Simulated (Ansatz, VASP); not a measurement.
## Two plane-wave programs on Y

```
Y
1.0
     0.12918    2.55124    2.55124
     2.55124    0.12918    2.55124
     2.55124    2.55124    0.12918
Y
1
Direct
  0.00000 0.00000 0.00000
```

Alike in both runs: task single point; functional PBEsol; k mesh 18 × 18 × 18; occupations gaussian, width 0.15 eV; no spin polarisation.

```csv
,VASP,Ansatz
version,VASP 6.6.1,Ansatz 0.2.0
potentials or method,"VASP PAW PBE potentials, release 64 (Y_sv), cutoff 520 eV","scalar-relativistic, plane waves, PAW"
valence electrons in the cell,11,11
```

|  | VASP | Ansatz | Ansatz less VASP |
| --- | --- | --- | --- |
| gap on the k mesh at the Fermi level (eV) | none | none | - |
| pressure (GPa) | 0.3 | 0.4 | +0.14 |
| traceless stress, the component that is largest in VASP (GPa) | -1.81 | -1.81 | -0.002 |

VASP's potentials were made for PBE, not for PBEsol. A gap of «none» marks a metal or a gap that the smearing closes. The functional is the same, so the differences come from potentials, cutoffs and numerics.
